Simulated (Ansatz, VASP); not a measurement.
# Two plane-wave programs on MnO2

The input INCAR:

```
PREC     = Accurate       # precision mode
ENCUT    = 520            # plane-wave cutoff, eV
EDIFF    = 1E-7           # SCF threshold, eV
ISMEAR   = -1             # smearing method
SIGMA    = 0.05           # smearing width, eV
LREAL    = False          # projectors in reciprocal space
LASPH    = True           # aspherical terms in the spheres
NELM     = 150            # most SCF steps
ALGO     = Normal         # electronic algorithm
ISIF     = 2              # what is computed and relaxed
LWAVE    = False          # write WAVECAR
LCHARG   = False          # write CHGCAR
ISPIN    = 2              # spin polarisation
MAGMOM   = 8 8 8 8 0 0 0 0 0 0 0 0 # initial moments
LORBIT   = 11             # projections on sites
NUPDOWN  = 32.0           # fixed moment
LMAXMIX  = 4              # l up to which the mixer works
GGA      = PS             # functional
NBANDS   = 66             # bands
```

KPOINTS

```
Automatic mesh
0
Gamma
  5 5 5
```

File POSCAR:

```
MnO2
1.0
    0.0000000000      4.0199925062      4.0199925062
    4.0199925062      0.0000000000      4.0199925062
    4.0199925062      4.0199925062      0.0000000000
Mn O
4 8
Direct
    0.1250000000      0.1250000000      0.1250000000
    0.1250000000      0.1250000000      0.6250000000
    0.6250000000      0.1250000000      0.1250000000
    0.1250000000      0.6250000000      0.1250000000
    0.3609537633      0.3609537633      0.3609537633
    0.3609537633      0.3609537633      0.9171387100
    0.9171387100      0.3609537633      0.3609537633
    0.3609537633      0.9171387100      0.3609537633
    0.8890462367      0.8890462367      0.3328612900
    0.8890462367      0.8890462367      0.8890462367
    0.8890462367      0.3328612900      0.8890462367
    0.3328612900      0.8890462367      0.8890462367
```

input.yaml

```yaml
crystal:
  lattice:
    - [0.0, 4.0199925062, 4.0199925062]
    - [4.0199925062, 0.0, 4.0199925062]
    - [4.0199925062, 4.0199925062, 0.0]
  atoms:
    - { symbol: Mn, position: [0.125, 0.125, 0.125], spin: 8.0 }
    - { symbol: Mn, position: [0.125, 0.125, 0.625], spin: 8.0 }
    - { symbol: Mn, position: [0.625, 0.125, 0.125], spin: 8.0 }
    - { symbol: Mn, position: [0.125, 0.625, 0.125], spin: 8.0 }
    - { symbol: O, position: [0.3609537633, 0.3609537633, 0.3609537633] }
    - { symbol: O, position: [0.3609537633, 0.3609537633, 0.91713871] }
    - { symbol: O, position: [0.91713871, 0.3609537633, 0.3609537633] }
    - { symbol: O, position: [0.3609537633, 0.91713871, 0.3609537633] }
    - { symbol: O, position: [0.8890462367, 0.8890462367, 0.33286129] }
    - { symbol: O, position: [0.8890462367, 0.8890462367, 0.8890462367] }
    - { symbol: O, position: [0.8890462367, 0.33286129, 0.8890462367] }
    - { symbol: O, position: [0.33286129, 0.8890462367, 0.8890462367] }
hamiltonian:
  xc: pbesol
  pseudopotentials: { kind: paw }
magnetization:
  spin_polarized: true
  initial_magnetization: 32.0
  spin_locking: { lock_magnetization: hard }
kpoints:
  mp_grid: { grid: [5, 5, 5] }
scf:
  occupations: { method: fermi_dirac, width: 0.05 }
  lower_state_search: "off"
output:
  forces: true
  stress: true
  eigenvalues: true
  write_density: true
  write_potential: true
  elf: true
  volumetric_format: npy
```

Alike in both runs: task single point; functional PBEsol; k mesh 5 × 5 × 5; occupations fermi-dirac, width 0.05 eV; collinear spin; fixed moment 32 μB.

```csv
,VASP,Ansatz
version,VASP 6.6.1,Ansatz 0.2.0
potentials or method,"VASP PAW PBE potentials, release 64 (Mn_pv, O)",Ansatz PAW
plane-wave cutoff (eV),520,420
valence electrons in the cell,100,108
```

Ansatz gave:

| Quantity | Value |
| --- | --- |
| rms of the force components (eV/Å) | 2.002 |
| net moment per atom (μB) | 2.67 |
| size of the moment on the site where the two differ most (μB) | 3.83 |

Problem. Which values does VASP return?

Solution. rms of the force components (eV/Å): 2.055; net moment per atom (μB): 2.67; size of the moment on the site where the two differ most (μB): 4.48.

VASP's potentials were made for PBE, not for PBEsol. Site moments also hang on the region over which each program counts them. Atom by atom the forces differ by 0.053 eV/Å (rms over components). VASP's potentials hold 100 valence electrons a cell and Ansatz's 108, so a difference there can come from the potentials and not from the codes.
